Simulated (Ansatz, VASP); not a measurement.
# ZrSi7: VASP beside Ansatz

```xyz
8
Lattice="5.7335 0.0000 0.0000 0.0000 5.7335 0.0000 0.0000 0.0000 5.7335" Properties=species:S:1:pos:R:3 pbc="T T T"
Zr    0.0000    0.0000    0.0000
Si    1.4484    1.4484    1.4484
Si    0.0000    2.8667    2.8667
Si    2.8667    2.8667    0.0000
Si    2.8667    0.0000    2.8667
Si    4.2851    1.4484    4.2851
Si    4.2851    4.2851    1.4484
Si    1.4484    4.2851    4.2851
```

Alike in both runs: task relaxation of cell and atoms; functional PBEsol; k mesh 4 × 4 × 4; occupations gaussian, width 0.1 eV; no spin polarisation.

```csv
,VASP,Ansatz
version,VASP 6.6.1,Ansatz 0.2.0
potentials or method,"VASP PAW PBE potentials, release 64 (Zr_sv, Si), cutoff 600 eV","scalar-relativistic, plane waves, PAW"
valence electrons in the cell,40,40
```

|  | VASP | Ansatz | Ansatz less VASP |
| --- | --- | --- | --- |
| gap on the k mesh at the Fermi level, each at its own relaxed structure (eV) | none | none | - |
| relaxed volume (Å³/atom) | 21.97 | 21.95 | -0.023 |
| relaxed cell length with the largest relative difference (Å) | 5.602 | 5.600 | -0.0019 |

VASP's potentials were made for PBE, not for PBEsol. A gap of «none» marks a metal or a gap that the smearing closes.
